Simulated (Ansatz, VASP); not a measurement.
**One calculation of GaSb, two programs**

File POSCAR:

```
GaSb
1.0
   -1.5559010000      2.6750030000      2.8933130000
    1.5559010000     -2.6750030000      2.8933130000
    1.5559010000      2.6750030000     -2.8933130000
Sb Ga
1 1
Direct
    0.5000000000      0.5000000000      0.0000000000
    0.0000000000      0.0000000000      0.0000000000
```

The input INCAR.step1:

```
SYSTEM = GaSb
ALGO     = Normal         ! electronic algorithm
EDIFF    = 1E-5           ! SCF threshold, eV
ENCUT    = 520            ! plane-wave cutoff, eV
GGA      = PE             ! functional
ISIF     = 2              ! what is computed and relaxed
ISMEAR   = -1             ! smearing method
LASPH    = .TRUE.         ! aspherical terms in the spheres
LREAL    = .FALSE.        ! projectors in reciprocal space
LWAVE    = .TRUE.         ! write WAVECAR
NBANDS   = 16             ! bands
NELM     = 100            ! most SCF steps
PREC     = Accurate       ! precision mode
SIGMA    = 0.05           ! smearing width, eV
```

INCAR.step2

```
SYSTEM = GaSb
AEXX     = 0.1            ! exact-exchange fraction
ALGO     = Normal         ! electronic algorithm
EDIFF    = 1E-6           ! SCF threshold, eV
ENCUT    = 520            ! plane-wave cutoff, eV
ISIF     = 2              ! what is computed and relaxed
ISMEAR   = -1             ! smearing method
ISTART   = 1            
LASPH    = .TRUE.         ! aspherical terms in the spheres
LCHARG   = .TRUE.         ! write CHGCAR
LELF     = .TRUE.         ! ELF
LHFCALC  = .TRUE.         ! exact exchange
LMIXTAU  = .TRUE.       
LREAL    = .FALSE.        ! projectors in reciprocal space
LVHAR    = .TRUE.       
LWAVE    = .FALSE.        ! write WAVECAR
METAGGA  = R2SCAN         ! meta-GGA
NBANDS   = 16             ! bands
NELM     = 100            ! most SCF steps
PREC     = Accurate       ! precision mode
PRECFOCK = Normal       
SIGMA    = 0.05           ! smearing width, eV
```

The input KPOINTS:

```
k-points
0
G
  5 5 5
  0 0 0
```

input

```
crystal:
  lattice:
    - [-1.555901, 2.675003, 2.893313]
    - [1.555901, -2.675003, 2.893313]
    - [1.555901, 2.675003, -2.893313]
  atoms:
    - { symbol: Sb, position: [0.5, 0.5, 0.0] }
    - { symbol: Ga, position: [0.0, 0.0, 0.0] }
hamiltonian:
  xc: r2scanh
  pseudopotentials: { kind: paw }
kpoints:
  mp_grid: { grid: [5, 5, 5] }
scf:
  occupations: { method: fermi_dirac, width: 0.05 }
output:
  forces: true
  stress: true
  eigenvalues: true
  write_density: true
  write_potential: true
  elf: true
  volumetric_format: npy
```

Alike in both runs: task single point; functional r2SCANh; k mesh 5 × 5 × 5; occupations fermi-dirac, width 0.05 eV; no spin polarisation.

```csv
,VASP,Ansatz
version,VASP 6.6.1,Ansatz 0.2.0
potentials or method,"VASP PAW PBE potentials, release 64 (Sb, Ga_d)",Ansatz PAW
plane-wave cutoff (eV),520,500
valence electrons in the cell,18,28
```

VASP gave:

```
gap on the k mesh at the Fermi level (eV)                     : none
pressure (GPa)                                                : -2.2
traceless stress, the component that is largest in VASP (GPa) : 3.49
```

Problem. Which values does Ansatz return?

Solution. gap on the k mesh at the Fermi level (eV): none; pressure (GPa): -2.1; traceless stress, the component that is largest in VASP (GPa): 3.50.

VASP's potentials were made for PBE, not for r2SCANh. A gap of «none» marks a metal or a gap that the smearing closes. VASP's potentials hold 18 valence electrons a cell and Ansatz's 28, so a difference there can come from the potentials and not from the codes.

The k mesh is coarse, so the values compare programs but aren't converged. Spin-orbit coupling is off throughout.
